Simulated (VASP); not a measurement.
# YbN in VASP: further runs

Runs on YbN. Level: PBE+U. Tasks: single point.

Program: VASP 6.6.1. These are calculated values, not measurements. Logs are shortened: lines on timing, memory, paths and dates and some standing lists are left out, and cuts for length are marked.

## Step 1: The cell of the first run

The structure is cubic, space group F-43m (No. 216). Conventional cell: a = 5.162 Å, b = 5.162 Å, c = 5.162 Å, α = 90.00°, β = 90.00°, γ = 90.00°. Yb (site symmetry -43m) has 4 N at 2.24 Å within 3.0 Å. Within 3.0 Å of N (site symmetry -43m) lie 4 Yb at 2.24 Å.

## Step 2: Single point, PBE+U, collinear spin, ferromagnetic start

Input file POSCAR:

```
YbN
1.0
    0.0000000000      2.5811819695      2.5811819695
    2.5811819695      0.0000000000      2.5811819695
    2.5811819695      2.5811819695      0.0000000000
Yb N
1 1
Direct
    0.0000000000      0.0000000000      0.0000000000
    0.2500000000      0.2500000000      0.2500000000
```

Input file INCAR.step1:

```
SYSTEM = YbN
PREC = Accurate
ENCUT = 520
EDIFF = 1E-6
ISMEAR = 0
SIGMA = 0.05
LREAL = .FALSE.
LASPH = .TRUE.
NELM = 150
ALGO = Normal
ISIF = 2
LWAVE = .FALSE.
LCHARG = .TRUE.
ISPIN = 2
MAGMOM = 1.08 0
LMAXMIX = 6
LDAU = .TRUE.
LDAUTYPE = 2
LDAUL = 3 -1
LDAUU = 6 0
LDAUJ = 0 0
LDAUPRINT = 1
GGA = PE
NBANDS = 26
```

Input file KPOINTS.step1:

```
regular mesh
0
G
  8 8 8
  0 0 0
```

Input file INCAR.step2:

```
SYSTEM = YbN
PREC = Accurate
ENCUT = 520
EDIFF = 1E-6
ISMEAR = -5
SIGMA = 0.05
LREAL = .FALSE.
LASPH = .TRUE.
NELM = 150
ALGO = Normal
ISIF = 2
LWAVE = .FALSE.
LCHARG = .FALSE.
ISPIN = 2
MAGMOM = 1.08 0
LORBIT = 10
LMAXMIX = 6
LDAU = .TRUE.
LDAUTYPE = 2
LDAUL = 3 -1
LDAUU = 6 0
LDAUJ = 0 0
LDAUPRINT = 1
GGA = PE
NEDOS = 1001
ICHARG = 11
```

Input file KPOINTS.step2:

```
regular mesh
0
G
  12 12 12
  0 0 0
```

Potentials or basis: VASP PAW PBE potentials, release 64 (Yb, N).

Started as:

```bash
$ cat potpaw_PBE.64/Yb/POTCAR potpaw_PBE.64/N/POTCAR > POTCAR
$ cp INCAR.step1 INCAR
$ cp KPOINTS.step1 KPOINTS
$ mpirun -np 1 vasp_std > vasp.out
$ cp INCAR.step2 INCAR
$ cp KPOINTS.step2 KPOINTS
$ mpirun -np 1 vasp_std > vasp.out
```

OUTCAR:

```text
SYSTEM = YbN
   PREC = Accurate
   ENCUT = 520
   EDIFF = 1E-6
   ISMEAR = -5
   LREAL = .FALSE.
   LASPH = .TRUE.
   NELM = 150
   ISIF = 2
   ISPIN = 2
   LORBIT = 10
   GGA = PE
   ICHARG = 11

 ion  position               nearest neighbor table
   1  0.000  0.000  0.000-   2 2.24   2 2.24   2 2.24   2 2.24
   2  0.250  0.250  0.250-   1 2.24   1 2.24   1 2.24   1 2.24

  LATTYP: Found a face centered cubic cell.
 ALAT       =     5.1623639390

  Lattice vectors:

 A1 = (   0.0000000000,   2.5811819695,   2.5811819695)
 A2 = (   2.5811819695,   0.0000000000,   2.5811819695)
 A3 = (   2.5811819695,   2.5811819695,   0.0000000000)

Analysis of symmetry for initial positions (statically):
=====================================================================
 Subroutine PRICEL returns:
 Original cell was already a primitive cell.

 Routine SETGRP: Setting up the symmetry group for a
 face centered cubic supercell.

 Subroutine GETGRP returns: Found 24 space group operations
 (whereof 24 operations were pure point group operations)
 out of a pool of 48 trial point group operations.

The static configuration has the point symmetry T_d .

Analysis of symmetry for dynamics (positions and initial velocities):
=====================================================================
 Subroutine PRICEL returns:
 Original cell was already a primitive cell.

 Routine SETGRP: Setting up the symmetry group for a
 face centered cubic supercell.

 Subroutine GETGRP returns: Found 24 space group operations
 (whereof 24 operations were pure point group operations)
 out of a pool of 48 trial point group operations.

The dynamic configuration has the point symmetry T_d .

Analysis of structural, dynamic, and magnetic symmetry:
=====================================================================
 Subroutine PRICEL returns:
 Original cell was already a primitive cell.

 Routine SETGRP: Setting up the symmetry group for a
 face centered cubic supercell.

 Subroutine GETGRP returns: Found 24 space group operations
 (whereof 24 operations were pure point group operations)
 out of a pool of 48 trial point group operations.

The overall configuration has the point symmetry T_d .

 Subroutine INISYM returns: Found 24 space group operations
 (whereof 24 operations are pure point group operations),
 and found     1 'primitive' translations

----------------------------------------------------------------------------------------

                                     Primitive cell

  volume of cell :      34.3943

  direct lattice vectors                    reciprocal lattice vectors
     0.000000000  2.581181969  2.581181969    -0.193709706  0.193709706  0.193709706
     2.581181969  0.000000000  2.581181969     0.193709706 -0.193709706  0.193709706
     2.581181969  2.581181969  0.000000000     0.193709706  0.193709706 -0.193709706

  length of vectors
     3.650342548  3.650342548  3.650342548     0.335515052  0.335515052  0.335515052

  position of ions in fractional coordinates (direct lattice)
     0.000000000  0.000000000  0.000000000
     0.250000000  0.250000000  0.250000000

  ion indices of the primitive-cell ions
   primitive index   ion index
                 1           1
                 2           2

----------------------------------------------------------------------------------------

 KPOINTS: regular mesh
[... 67 lines left out ...]
   LASPH  =      T    aspherical Exc in radial PAW
   ENCUT  =  520.0 eV  38.22 Ry    6.18 a.u.   6.79  6.79  6.79*2*pi/ulx,y,z
   NELM   =    150;   NELMIN=  2; NELMDL=  0     # of ELM steps
   EDIFF  = 0.1E-05   stopping-criterion for ELM
   LREAL  =      F    real-space projection
   EDIFFG = 0.1E-04   stopping-criterion for IOM
   NSW    =      0    number of steps for IOM
   IBRION =     -1    ionic relax: 0-MD 1-quasi-New 2-CG
   NFREE  =      0    steps in history (QN), initial steepest desc. (CG)
   ISIF   =      2    stress and relaxation
   ISYM   =      2    0-nonsym 1-usesym 2-fastsym
   POTIM  = 0.5000    time-step for ionic-motion
   TEBEG  =    0.0;   TEEND  =   0.0 temperature during run
   PSTRESS=    0.0 pullay stress
   NELECT =      29.0000    total number of electrons
   NUPDOWN=      -1.0000    fix difference up-down
   EMIN   =  10.00;   EMAX   =-10.00  energy-range for DOS
   EFERMI =   0.00;   METHOD = LEGACY
   ISMEAR =    -5;   SIGMA  =   0.05  broadening in eV -4-tet -1-fermi 0-gaus
   EFERMI_NEDOS =   21; number of points for ismear=-14 and -15
   IALGO  =     38    algorithm
   IMIX   =      4    mixing-type and parameters
     AMIX     =   0.40;   BMIX     =  1.00
     AMIX_MAG =   1.60;   BMIX_MAG =  1.00
  volume/ion in A,a.u.               =      17.20       116.05
  Fermi-wavevector in a.u.,A,eV,Ry     =   1.546603  2.922656 32.544879  2.391981
  Thomas-Fermi vector in A             =   2.651816
   LORBIT       =     10    0 simple, 1 ext, 2 COOP (PROOUT), +10 PAW based schemes
 LDA+U is selected, type is set to LDAUTYPE =  2
   angular momentum for each species LDAUL =     3   -1
   U (eV)           for each species LDAUU =   6.0  0.0
   J (eV)           for each species LDAUJ =   0.0  0.0
   GGA     = PE    functional components
   LHFCALC =     F    Hartree Fock is set to
   AEXX    =    0.0000 exact exchange contribution
   IVDW    =     0    specifies the selected vdW correction
   LEPSILON=     F    determine dielectric tensor
   LRPA    =     F    only Hartree local field effects (RPA)
 spin polarized calculation
 Fermi weights with tetrahedron method with Bloechl corrections
  energy-cutoff  :      520.00
  volume of cell :       34.39
 maximum number of plane-waves:       944

atom =   1  type =  1  l = 3

 onsite density matrix

spin component  1

  1.0009 -0.0000 -0.0010 -0.0000 -0.0000  0.0000  0.0000
 -0.0000  0.9983  0.0000  0.0000  0.0000  0.0000  0.0000
 -0.0010  0.0000  1.0014 -0.0000  0.0000 -0.0000 -0.0000
 -0.0000  0.0000 -0.0000  1.0001  0.0000 -0.0000  0.0000
 -0.0000  0.0000  0.0000  0.0000  1.0014  0.0000  0.0010
  0.0000  0.0000 -0.0000 -0.0000  0.0000  1.0021  0.0000
  0.0000  0.0000 -0.0000  0.0000  0.0010  0.0000  1.0009

spin component  2

  0.9357 -0.0000  0.0736  0.0000  0.0000 -0.0000  0.0000
 -0.0000  0.9889 -0.0000  0.0000  0.0000  0.0000  0.0000
  0.0736 -0.0000  0.8977 -0.0000 -0.0000  0.0000 -0.0000
  0.0000  0.0000 -0.0000  0.9927  0.0000  0.0000 -0.0000
  0.0000  0.0000 -0.0000  0.0000  0.8977  0.0000 -0.0736
 -0.0000  0.0000  0.0000  0.0000  0.0000  0.8407  0.0000
  0.0000  0.0000 -0.0000 -0.0000 -0.0736  0.0000  0.9357

 occupancies and eigenvectors

  o =  0.8407  v =  0.0000  0.0000  0.0000  0.0000  0.0000  0.0000  0.0000 -0.6122  0.0000  0.7904  0.0000  0.0163  0.0000  0.0126      0.0000  0.0000  0.0000  0.0000  0.0000  0.0000  0.0000  0.0000  0.0000  0.0000  0.0000  0.0000  0.0000  0.0000
  o =  0.8407  v =  0.0000  0.0000  0.0000  0.0000  0.0000  0.0000  0.0000 -0.0126  0.0000  0.0163 -0.0000 -0.7904 -0.0000 -0.6122      0.0000  0.0000  0.0000  0.0000  0.0000  0.0000  0.0000  0.0000  0.0000  0.0000  0.0000  0.0000  0.0000  0.0000
  o =  0.8407  v =  0.0000  0.0000  0.0000  0.0000  0.0000  0.0000  0.0000  0.0000 -0.0000 -0.0000  0.0000  0.0000 -1.0000  0.0000      0.0000  0.0000  0.0000  0.0000  0.0000  0.0000  0.0000  0.0000  0.0000  0.0000  0.0000  0.0000  0.0000  0.0000
  o =  0.9889  v =  0.0000  0.0000  0.0000  0.0000  0.0000  0.0000  0.0000 -0.0000 -1.0000 -0.0000  0.0000  0.0000  0.0000 -0.0000      0.0000  0.0000  0.0000  0.0000  0.0000  0.0000  0.0000  0.0000  0.0000  0.0000  0.0000  0.0000  0.0000  0.0000
  o =  0.9927  v =  0.0000  0.0000  0.0000  0.0000  0.0000  0.0000  0.0000  0.7906 -0.0000  0.6124  0.0000  0.0039  0.0000 -0.0050      0.0000  0.0000  0.0000  0.0000  0.0000  0.0000  0.0000  0.0000  0.0000  0.0000  0.0000  0.0000  0.0000  0.0000
  o =  0.9927  v =  0.0000  0.0000  0.0000  0.0000  0.0000  0.0000  0.0000 -0.0050  0.0000 -0.0039 -0.0000  0.6124  0.0000 -0.7906      0.0000  0.0000  0.0000  0.0000  0.0000  0.0000  0.0000  0.0000  0.0000  0.0000  0.0000  0.0000  0.0000  0.0000
  o =  0.9927  v =  0.0000  0.0000  0.0000  0.0000  0.0000  0.0000  0.0000 -0.0000  0.0000 -0.0000  1.0000  0.0000  0.0000 -0.0000      0.0000  0.0000  0.0000  0.0000  0.0000  0.0000  0.0000  0.0000  0.0000  0.0000  0.0000  0.0000  0.0000  0.0000
  o =  0.9983  v =  0.0000  1.0000 -0.0000  0.0000  0.0000  0.0000 -0.0000  0.0000  0.0000  0.0000  0.0000  0.0000  0.0000  0.0000      0.0000  0.0000  0.0000  0.0000  0.0000  0.0000  0.0000  0.0000  0.0000  0.0000  0.0000  0.0000  0.0000  0.0000
  o =  1.0001  v =  0.0000  0.0000  0.0000 -0.0000 -0.6124  0.0000  0.7906  0.0000  0.0000  0.0000  0.0000  0.0000  0.0000  0.0000      0.0000  0.0000  0.0000  0.0000  0.0000  0.0000  0.0000  0.0000  0.0000  0.0000  0.0000  0.0000  0.0000  0.0000
  o =  1.0001  v = -0.7906 -0.0000 -0.6124 -0.0000 -0.0000  0.0000  0.0000  0.0000  0.0000  0.0000  0.0000  0.0000  0.0000  0.0000      0.0000  0.0000  0.0000  0.0000  0.0000  0.0000  0.0000  0.0000  0.0000  0.0000  0.0000  0.0000  0.0000  0.0000
  o =  1.0001  v =  0.0000  0.0000  0.0000 -1.0000  0.0000 -0.0000 -0.0000  0.0000  0.0000  0.0000  0.0000  0.0000  0.0000  0.0000      0.0000  0.0000  0.0000  0.0000  0.0000  0.0000  0.0000  0.0000  0.0000  0.0000  0.0000  0.0000  0.0000  0.0000
  o =  1.0021  v =  0.0000  0.0000 -0.0000  0.0000  0.0000 -1.0000  0.0000  0.0000  0.0000  0.0000  0.0000  0.0000  0.0000  0.0000      0.0000  0.0000  0.0000  0.0000  0.0000  0.0000  0.0000  0.0000  0.0000  0.0000  0.0000  0.0000  0.0000  0.0000
  o =  1.0021  v =  0.6124 -0.0000 -0.7906 -0.0000 -0.0000  0.0000  0.0000  0.0000  0.0000  0.0000  0.0000  0.0000  0.0000  0.0000      0.0000  0.0000  0.0000  0.0000  0.0000  0.0000  0.0000  0.0000  0.0000  0.0000  0.0000  0.0000  0.0000  0.0000
  o =  1.0021  v =  0.0000 -0.0000  0.0000  0.0000 -0.7906 -0.0000 -0.6124  0.0000  0.0000  0.0000  0.0000  0.0000  0.0000  0.0000      0.0000  0.0000  0.0000  0.0000  0.0000  0.0000  0.0000  0.0000  0.0000  0.0000  0.0000  0.0000  0.0000  0.0000

 number of electron      29.0000007 magnetization       1.0000424

 Free energy of the ion-electron system (eV)
  ---------------------------------------------------
  ext. energy  EPLUGINS =         0.00000000
  ---------------------------------------------------
  free energy    TOTEN  =       -12.09614334 eV

  energy without entropy =      -12.09614334  energy(sigma->0) =      -12.09614334

 E-fermi :   1.0872     XC(G=0): -10.6721

 val. band max:        1.0905161034   @ k =   0.2500   0.2500   0.0000
 cond. band min:       1.0905164095   @ k =   0.2500   0.2500   0.0000
 fundamental gap:      0.0000003061
 Fermi energy:         1.0871863705

 spin component 1

 k-point     1 :       0.0000    0.0000    0.0000
  band No.  band energies     occupation
      1     -48.5260      1.00000
      2     -20.6222      1.00000
      3     -20.6222      1.00000
      4     -20.6222      1.00000
      5     -11.7525      1.00000
      6      -1.2692      1.00000
[... 1049 lines left out ...]
     18       7.8839      0.00000
     19       9.7949      0.00000

 [... further k-points ...]
[... 5 lines left out ...]
  --------------------------------------------------------------------------------------
  -------------------------------------------------------------------------------------
  Total        0.2941178      0.2941178      0.2941178      0.0000000      0.0000000     -0.0000000
  in kB       13.7008034     13.7008034     13.7008034      0.0000000      0.0000000     -0.0000000
  external PRESSURE =      13.7008034 kB  Pullay stress =       0.0000000 kB

 VOLUME and BASIS-vectors are now :
 -----------------------------------------------------------------------------
  energy-cutoff  :      520.00
  volume of cell :       34.39
      direct lattice vectors                 reciprocal lattice vectors
     0.000000000  2.581181969  2.581181969    -0.193709706  0.193709706  0.193709706
     2.581181969  0.000000000  2.581181969     0.193709706 -0.193709706  0.193709706
     2.581181969  2.581181969  0.000000000     0.193709706  0.193709706 -0.193709706

 POSITION                                       TOTAL-FORCE (eV/Angst)
 -----------------------------------------------------------------------------------
      0.00000      0.00000      0.00000         0.000000      0.000000      0.000000
      1.29059      1.29059      1.29059        -0.000000     -0.000000     -0.000000
 -----------------------------------------------------------------------------------
    total drift:                               -0.000001     -0.000001     -0.000000

  FREE ENERGIE OF THE ION-ELECTRON SYSTEM (eV)
  ---------------------------------------------------
  free  energy   TOTEN  =       -12.0961433425 eV

  energy  without entropy=      -12.0961433425  energy(sigma->0) =      -12.09614334

 total charge

# of ion       s       p       d       f       tot
--------------------------------------------------
    1        2.174   6.115   0.628  13.480  22.397
    2        1.272   2.390   0.000   0.000   3.662
--------------------------------------------------
tot          3.446   8.505   0.628  13.480  26.059

 magnetization (x)

# of ion       s       p       d       f       tot
--------------------------------------------------
    1        0.001   0.025   0.020   0.513   0.559
    2        0.008   0.324   0.000   0.000   0.331
--------------------------------------------------
tot          0.008   0.348   0.020   0.513   0.890
```

Wall time 93 s (1 thread of AMD EPYC 9R45 (Zen 5), shared host); peak memory 0.2 GiB.

Results:

* Net moment: 1.00 μB per cell
* Site moments: Yb +0.56; N +0.33 μB
* Valence electrons inside the program's atomic spheres: Yb 22.40; N 3.66

Levels at points of the mesh, in eV from the Fermi level:
Spin up:
| k point | band 11 | band 12 | band 13 | band 14 | band 15 | band 16 | band 17 | band 18 | band 19 |
| --- | --- | --- | --- | --- | --- | --- | --- | --- | --- |
| (0.00, 0.00, 0.00) | -1.91 | -1.91 | -1.24 | -1.24 | -1.24 | 2.33 | 7.03 | 7.03 | 9.88 |
| (0.50, 0.00, 0.00) | -1.83 | -1.81 | -1.56 | -0.97 | -0.97 | 5.11 | 7.00 | 7.06 | 7.06 |
| (0.50, 0.50, 0.00) | -1.78 | -1.73 | -1.64 | -0.23 | -0.23 | 3.05 | 5.73 | 9.04 | 9.27 |
Spin down:
```tsv
k point	band 12	band 13	band 14	band 15	band 16	band 17
(0.00, 0.00, 0.00)	-0.83	-0.32	-0.32	-0.32	2.44	7.08
(0.50, 0.00, 0.00)	-0.87	-0.32	-0.13	-0.13	5.28	7.05
(0.50, 0.50, 0.00)	-0.76	-0.42	0.56	0.56	3.02	5.96
```

Eigenvalues of the final occupation matrices:
```csv
site,spin,trace,eigenvalues
site 1 f,1,7.01,1.00 1.00 1.00 1.00 1.00 1.00 1.00
site 1 f,2,6.49,0.84 0.84 0.84 0.99 0.99 0.99 0.99
```

Caveat: spin-orbit coupling is left out, which moves the levels of the heavy elements. The state reached can hang on the start; a lower one may exist.

## Step 3: Single point, PBE+U, collinear spin, ferromagnetic start

This run uses another cell than the first one, of 17.03 Å³/atom.

Input file INCAR:

```
ALGO = Normal
EDIFF = 1E-7
ENCUT = 520
GGA = PE
ISIF = 2
ISMEAR = 0
ISPIN = 2
LASPH = T
LCHARG = T
LDAU = T
LDAUJ = 0 0
LDAUL = 3 -1
LDAUPRINT = 1
LDAUTYPE = 2
LDAUU = 6 0
LELF = T
LMAXMIX = 6
LORBIT = 11
LREAL = F
LVHAR = T
LWAVE = F
MAGMOM = 1.08 0.01
NBANDS = 26
NELM = 150
PREC = Accurate
SIGMA = 0.05
```

Input file KPOINTS:

```
k-points
0
Gamma
  8 8 8
```

Input file POSCAR:

```
YbN
1.0
    0.0000000000      2.5553701498      2.5811819695
    2.5811819695      0.0000000000      2.5811819695
    2.5811819695      2.5553701498      0.0000000000
Yb N
1 1
Direct
    0.0000000000      0.0000000000      0.0000000000
    0.2500000000      0.2500000000      0.2500000000
```

Potentials or basis: VASP PAW PBE potentials, release 64 (Yb, N).

Started as:

```bash
$ cat potpaw_PBE.64/Yb/POTCAR potpaw_PBE.64/N/POTCAR > POTCAR
$ mpirun -np 1 vasp_std > vasp.out
```

Wall time 2.7 min (1 thread of AMD EPYC 9R45 (Zen 5), shared host); peak memory 0.22 GiB.

The run converged. Its results:

```yaml
Free_energy: -12.1692 eV
Pressure: 2.3 GPa
Band_gap_on_the_k_mesh: zero (filled and empty bands overlap)
Net_moment: 1.00 μB per cell
Site_moments: Yb +0.66; N +0.26 μB
Valence_electrons_inside_the_program's_atomic_spheres: Yb 22.36; N 3.68
```

Stress tensor (GPa, compression positive):
```
2.23 0.00 0.00
0.00 2.34 0.00
0.00 0.00 2.23
```

Levels at points of the mesh, in eV from the Fermi level:
Spin up:
| k point | band 12 | band 13 | band 14 | band 15 | band 16 | band 17 | band 18 | band 19 |
| --- | --- | --- | --- | --- | --- | --- | --- | --- |
| (0.00, 0.00, 0.00) | -2.46 | -1.56 | -1.51 | -1.51 | 2.24 | 6.78 | 6.87 | 9.75 |
| (0.50, 0.00, 0.00) | -2.50 | -1.91 | -1.13 | -1.12 | 5.01 | 6.90 | 6.92 | 6.94 |
| (0.50, 0.50, 0.00) | -2.48 | -2.29 | -0.28 | -0.22 | 2.87 | 5.67 | 8.80 | 9.02 |
| (0.50, 0.00, 0.50) | -2.52 | -2.31 | -0.26 | -0.26 | 2.90 | 5.66 | 8.83 | 9.09 |
Spin down:
```
           k point  band 12  band 13  band 14  band 15  band 16  band 17
(0.00, 0.00, 0.00)    -1.14    -1.14    -0.15    -0.15     2.32     6.82
(0.50, 0.00, 0.00)    -0.98    -0.83    -0.11    -0.04     5.16     6.98
(0.50, 0.50, 0.00)    -0.68    -0.25     0.22     0.60     2.85     5.85
(0.50, 0.00, 0.50)    -0.68    -0.68     0.56     0.56     2.90     5.87
```

Eigenvalues of the final occupation matrices:
| site | spin | trace | eigenvalues |
| --- | --- | --- | --- |
| site 1 f | 1 | 7.01 | 1.00 1.00 1.00 1.00 1.00 1.00 1.00 |
| site 1 f | 2 | 6.39 | 0.70 0.70 0.99 1.00 1.00 1.00 1.00 |

Caveat: spin-orbit coupling is left out, which moves the levels of the heavy elements.
